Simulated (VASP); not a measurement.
# InAs (F-43m) in VASP: notebook

The runs below take InAs through single point, with r2SCAN.

All numbers are computed with VASP 6.6.1; they aren't measurements. Logs are shortened: lines on timing, memory, paths and dates and some standing lists are left out, and cuts for length are marked.

## Step 1: The cell of the first run

The structure is cubic, space group F-43m (No. 216). The conventional cell has a = 6.036 Å, b = 6.036 Å, c = 6.036 Å, α = 90.00°, β = 90.00°, γ = 90.00°. Within 3.4 Å of In (site symmetry -43m) lie 4 As at 2.61 Å. Within 3.4 Å of As (site symmetry -43m) lie 4 In at 2.61 Å.

## Step 2: Single point, r2SCAN

POSCAR

```
InAs
1.0
    0.0000000000      3.0180000000      3.0180000000
    3.0180000000      0.0000000000      3.0180000000
    3.0180000000      3.0180000000      0.0000000000
In As
1 1
Direct
    0.0000000000      0.0000000000      0.0000000000
    0.2500000000      0.2500000000      0.2500000000
```

INCAR.step1

```
SYSTEM = InAs
PREC = Accurate
ENCUT = 520
ISMEAR = 0
SIGMA = 0.01
LREAL = .FALSE.
LASPH = .TRUE.
NELM = 100
NBANDS = 16
GGA = PE
ALGO = Normal
EDIFF = 1E-4
LWAVE = .TRUE.
LCHARG = .FALSE.
```

INCAR.step2

```
SYSTEM = InAs
PREC = Accurate
ENCUT = 520
EDIFF = 1E-6
ISMEAR = 0
SIGMA = 0.01
LREAL = .FALSE.
LASPH = .TRUE.
NELM = 100
ALGO = Normal
ISIF = 2
LWAVE = .FALSE.
LCHARG = .FALSE.
METAGGA = R2SCAN
LMIXTAU = .TRUE.
NBANDS = 16
ISTART = 1
```

KPOINTS

```
Automatic mesh
0
G
  10 10 10
  0 0 0
```

Potentials or basis: VASP PAW PBE potentials, release 64 (In_d, As).

The run is started by

```bash
cat potpaw_PBE.64/In_d/POTCAR potpaw_PBE.64/As/POTCAR > POTCAR
cp INCAR.step1 INCAR
mpirun -np 1 vasp_std > vasp.out
cp INCAR.step2 INCAR
mpirun -np 1 vasp_std > vasp.out
```

OUTCAR:

```text
SYSTEM = InAs
   PREC = Accurate
   ENCUT = 520
   EDIFF = 1E-6
   ISMEAR = 0
   LREAL = .FALSE.
   LASPH = .TRUE.
   NELM = 100
   ISIF = 2
   METAGGA = R2SCAN
   ISTART = 1

 ion  position               nearest neighbor table
   1  0.000  0.000  0.000-   2 2.61   2 2.61   2 2.61   2 2.61
   2  0.250  0.250  0.250-   1 2.61   1 2.61   1 2.61   1 2.61

  LATTYP: Found a face centered cubic cell.
 ALAT       =     6.0360000000

  Lattice vectors:

 A1 = (   0.0000000000,   3.0180000000,   3.0180000000)
 A2 = (   3.0180000000,   0.0000000000,   3.0180000000)
 A3 = (   3.0180000000,   3.0180000000,   0.0000000000)

Analysis of symmetry for initial positions (statically):
=====================================================================
 Subroutine PRICEL returns:
 Original cell was already a primitive cell.

 Routine SETGRP: Setting up the symmetry group for a
 face centered cubic supercell.

 Subroutine GETGRP returns: Found 24 space group operations
 (whereof 24 operations were pure point group operations)
 out of a pool of 48 trial point group operations.

The static configuration has the point symmetry T_d .

Analysis of symmetry for dynamics (positions and initial velocities):
=====================================================================
 Subroutine PRICEL returns:
 Original cell was already a primitive cell.

 Routine SETGRP: Setting up the symmetry group for a
 face centered cubic supercell.

 Subroutine GETGRP returns: Found 24 space group operations
 (whereof 24 operations were pure point group operations)
 out of a pool of 48 trial point group operations.

The dynamic configuration has the point symmetry T_d .

 Subroutine INISYM returns: Found 24 space group operations
 (whereof 24 operations are pure point group operations),
 and found     1 'primitive' translations

----------------------------------------------------------------------------------------

                                     Primitive cell

  volume of cell :      54.9778

  direct lattice vectors                    reciprocal lattice vectors
     0.000000000  3.018000000  3.018000000    -0.165672631  0.165672631  0.165672631
     3.018000000  0.000000000  3.018000000     0.165672631 -0.165672631  0.165672631
     3.018000000  3.018000000  0.000000000     0.165672631  0.165672631 -0.165672631

  length of vectors
     4.268096531  4.268096531  4.268096531     0.286953414  0.286953414  0.286953414

[... 73 lines left out ...]
   ICHARG =      0    charge: 1-file 2-atom 10-const
   ISPIN  =      1    spin polarized calculation?
   LNONCOLLINEAR =      F non collinear calculations
   LSORBIT =      F    spin-orbit coupling
   LASPH  =      T    aspherical Exc in radial PAW
   ENCUT  =  520.0 eV  38.22 Ry    6.18 a.u.   7.94  7.94  7.94*2*pi/ulx,y,z
   NELM   =    100;   NELMIN=  2; NELMDL=  0     # of ELM steps
   EDIFF  = 0.1E-05   stopping-criterion for ELM
   LREAL  =      F    real-space projection
[... 7 lines left out ...]
   TEBEG  =    0.0;   TEEND  =   0.0 temperature during run
   PSTRESS=    0.0 pullay stress
   NELECT =      18.0000    total number of electrons
   NUPDOWN=      -1.0000    fix difference up-down
   EMIN   =  10.00;   EMAX   =-10.00  energy-range for DOS
   EFERMI =   0.00;   METHOD = LEGACY
   ISMEAR =     0;   SIGMA  =   0.01  broadening in eV -4-tet -1-fermi 0-gaus
   EFERMI_NEDOS =   21; number of points for ismear=-14 and -15
   IALGO  =     38    algorithm
   IMIX   =      4    mixing-type and parameters
     AMIX     =   0.40;   BMIX     =  1.00
     AMIX_MAG =   1.60;   BMIX_MAG =  1.00
  volume/ion in A,a.u.               =      27.49       185.50
  Fermi-wavevector in a.u.,A,eV,Ry     =   1.128331  2.132236 17.321990  1.273130
  Thomas-Fermi vector in A             =   2.265020
   LORBIT       =      0    0 simple, 1 ext, 2 COOP (PROOUT), +10 PAW based schemes
   METAGGA = R2SCAN    functional components
   LHFCALC =     F    Hartree Fock is set to
   AEXX    =    0.0000 exact exchange contribution
   IVDW    =     0    specifies the selected vdW correction
   LEPSILON=     F    determine dielectric tensor
   LRPA    =     F    only Hartree local field effects (RPA)
 non-spin polarized calculation
 Gauss-broadening in eV      SIGMA  =   0.01
  energy-cutoff  :      520.00
  volume of cell :       54.98
 maximum number of plane-waves:      1494
   NGX = 15   NGY = 15   NGZ = 15

 number of electron      17.9999991 magnetization

 Free energy of the ion-electron system (eV)
  ---------------------------------------------------
  ext. energy  EPLUGINS =         0.00000000
  ---------------------------------------------------
  free energy    TOTEN  =       -38.04711112 eV

  energy without entropy =      -38.04711112  energy(sigma->0) =      -38.04711112

 E-fermi :   4.4030     XC(G=0):  -9.6828

 val. band max:        4.3286444391   @ k =   0.0000   0.0000   0.0000
 cond. band min:       4.6089610649   @ k =   0.0000   0.0000   0.0000
 fundamental gap:      0.2803166258
 Fermi energy:         4.4029807847

 k-point     1 :       0.0000    0.0000    0.0000
  band No.  band energies     occupation
      1     -10.5308      2.00000
      2     -10.5308      2.00000
      3     -10.5308      2.00000
      4     -10.3803      2.00000
      5     -10.3803      2.00000
      6      -8.0086      2.00000
[... 433 lines left out ...]
      3     -10.4619      2.00000
      4     -10.4090      2.00000
      5     -10.3615      2.00000
      6      -6.4595      2.00000
[... 8 lines left out ...]
     15      16.0047      0.00000
     16      17.1189      0.00000

 [... further k-points ...]

------------------------ aborting loop because EDIFF is reached ----------------------------------------

  FORCE on cell =-STRESS in cart. coord.  units (eV):
  Direction    XX          YY          ZZ          XY          YZ          ZX
  --------------------------------------------------------------------------------------
  -------------------------------------------------------------------------------------
  Total        0.7736011      0.7736011      0.7736011      0.0000000      0.0000000     -0.0000000
  in kB       22.5444657     22.5444657     22.5444657      0.0000000      0.0000000     -0.0000000
  external PRESSURE =      22.5444657 kB  Pullay stress =       0.0000000 kB

 VOLUME and BASIS-vectors are now :
 -----------------------------------------------------------------------------
  energy-cutoff  :      520.00
  volume of cell :       54.98
      direct lattice vectors                 reciprocal lattice vectors
     0.000000000  3.018000000  3.018000000    -0.165672631  0.165672631  0.165672631
     3.018000000  0.000000000  3.018000000     0.165672631 -0.165672631  0.165672631
     3.018000000  3.018000000  0.000000000     0.165672631  0.165672631 -0.165672631

 POSITION                                       TOTAL-FORCE (eV/Angst)
 -----------------------------------------------------------------------------------
      0.00000      0.00000      0.00000         0.000000      0.000000      0.000000
      1.50900      1.50900      1.50900        -0.000000     -0.000000     -0.000000
 -----------------------------------------------------------------------------------
    total drift:                               -0.000004     -0.000004     -0.000004

  FREE ENERGIE OF THE ION-ELECTRON SYSTEM (eV)
  ---------------------------------------------------
  free  energy   TOTEN  =       -38.0471111167 eV

  energy  without entropy=      -38.0471111167  energy(sigma->0) =      -38.04711112
```

OUTCAR.step1:

```text
SYSTEM = InAs
   PREC = Accurate
   ENCUT = 520
   ISMEAR = 0
   LREAL = .FALSE.
   LASPH = .TRUE.
[... 677 lines left out ...]
      0.00000      0.00000      0.00000        -0.000000     -0.000000     -0.000000
      1.50900      1.50900      1.50900         0.000000      0.000000      0.000000
 -----------------------------------------------------------------------------------
    total drift:                               -0.000000     -0.000000     -0.000000

  FREE ENERGIE OF THE ION-ELECTRON SYSTEM (eV)
  ---------------------------------------------------
  free  energy   TOTEN  =        -7.6642471805 eV

  energy  without entropy=       -7.6642317543  energy(sigma->0) =       -7.66423947
```

OSZICAR.step1:

```text
N       E                     dE             d eps       ncg     rms          rms(c)
DAV:   1     0.112047300894E+03    0.11205E+03   -0.82635E+03  1512   0.121E+03
DAV:   2    -0.437773587926E+00   -0.11249E+03   -0.10731E+03  1648   0.291E+02
DAV:   3    -0.775391284067E+01   -0.73161E+01   -0.72826E+01  1928   0.739E+01
DAV:   4    -0.793360587174E+01   -0.17969E+00   -0.17965E+00  1912   0.129E+01
DAV:   5    -0.794214562314E+01   -0.85398E-02   -0.85395E-02  2184   0.238E+00    0.459E+00
DAV:   6    -0.768805054883E+01    0.25410E+00   -0.37450E-01  2392   0.103E+01    0.255E+00
DAV:   7    -0.766240114825E+01    0.25649E-01   -0.11900E-01  2072   0.308E+00    0.733E-01
DAV:   8    -0.766344665473E+01   -0.10455E-02   -0.13918E-02  1888   0.134E+00    0.198E-01
DAV:   9    -0.766402251933E+01   -0.57586E-03   -0.96205E-04  1920   0.262E-01    0.116E-01
DAV:  10    -0.766419791014E+01   -0.17539E-03   -0.21214E-04  1792   0.214E-01    0.603E-02
DAV:  11    -0.766424718055E+01   -0.49270E-04   -0.10650E-04  1616   0.124E-01
   1 F= -.76642472E+01 E0= -.76642395E+01  d E =-.154262E-04
```

Wall time 2.9 min (1 thread of Intel Xeon 8259CL, shared host); peak memory 0.21 GiB.

Results:

* Free energy: -38.0471 eV
* Pressure: 2.3 GPa
* Band gap on the k mesh: 0.28 eV

Caveat: the PAW data sets were made with another functional, which shifts forces and pressure a little; spin-orbit coupling is left out, which moves the levels of the heavy elements.

## Step 3: Single point, r2SCAN (31.34 Å³/atom)

This run uses another cell than the first one, of 31.34 Å³/atom.

POSCAR

```
InAs
1.0
    0.0000000000      3.1528239916      3.1528239916
    3.1528239916      0.0000000000      3.1528239916
    3.1528239916      3.1528239916      0.0000000000
In As
1 1
Direct
    0.0000000000      0.0000000000      0.0000000000
    0.2500000000      0.2500000000      0.2500000000
```

INCAR.step1

```
SYSTEM = InAs
ALGO     = Normal         ! electronic algorithm
EDIFF    = 1E-4           ! SCF threshold, eV
ENCUT    = 520            ! plane-wave cutoff, eV
GGA      = PE             ! functional
ISMEAR   = 0              ! smearing method
LASPH    = .TRUE.         ! aspherical terms in the spheres
LCHARG   = .FALSE.        ! write CHGCAR
LREAL    = .FALSE.        ! projectors in reciprocal space
LWAVE    = .TRUE.         ! write WAVECAR
NBANDS   = 16             ! bands
NELM     = 80             ! most SCF steps
PREC     = Accurate       ! precision mode
SIGMA    = 0.01           ! smearing width, eV
```

INCAR.step2

```
SYSTEM = InAs
ALGO     = Normal         ! electronic algorithm
EDIFF    = 1E-6           ! SCF threshold, eV
ENCUT    = 520            ! plane-wave cutoff, eV
ISIF     = 2              ! what is computed and relaxed
ISMEAR   = 0              ! smearing method
ISTART   = 1            
LASPH    = .TRUE.         ! aspherical terms in the spheres
LCHARG   = .FALSE.        ! write CHGCAR
LMIXTAU  = .TRUE.       
LREAL    = .FALSE.        ! projectors in reciprocal space
LWAVE    = .FALSE.        ! write WAVECAR
METAGGA  = R2SCAN         ! meta-GGA
NBANDS   = 16             ! bands
NELM     = 80             ! most SCF steps
PREC     = Accurate       ! precision mode
SIGMA    = 0.01           ! smearing width, eV
```

KPOINTS

```
k-points
0
G
  10 10 10
  0 0 0
```

Potentials or basis: VASP PAW PBE potentials, release 64 (In_d, As).

The run is started by

```bash
cat potpaw_PBE.64/In_d/POTCAR potpaw_PBE.64/As/POTCAR > POTCAR
cp INCAR.step1 INCAR
mpirun -np 1 vasp_std > vasp.out
cp INCAR.step2 INCAR
mpirun -np 1 vasp_std > vasp.out
```

Run time: 5.4 min. Hardware: 1 thread of Intel Xeon 8259CL, shared host; peak memory 0.24 GiB.

Results (log left out):

| Quantity | Value |
| --- | --- |
| Free energy | -37.9780 eV |
| Pressure | -4.4 GPa |
| Band gap on the k mesh | zero (filled and empty bands touch) |

Levels at points of the mesh, in eV from the Fermi level:
```
           k point  band 6  band 7  band 8  band 9  band 10  band 11  band 12  band 13
(0.00, 0.00, 0.00)  -11.54   -0.44    0.00    0.00     0.00     4.19     4.19     4.19
(0.50, 0.00, 0.00)  -10.37   -5.28   -0.85   -0.85     1.02     4.95     4.95     7.03
(0.50, 0.50, 0.00)   -9.93   -5.43   -2.00   -2.00     2.00     2.28     9.00     9.04
```

Caveat: the cell stands under tension; semilocal functionals underestimate gaps, so a narrow gap can read as zero; the PAW data sets were made with another functional, which shifts forces and pressure a little; spin-orbit coupling is left out, which moves the levels of the heavy elements.
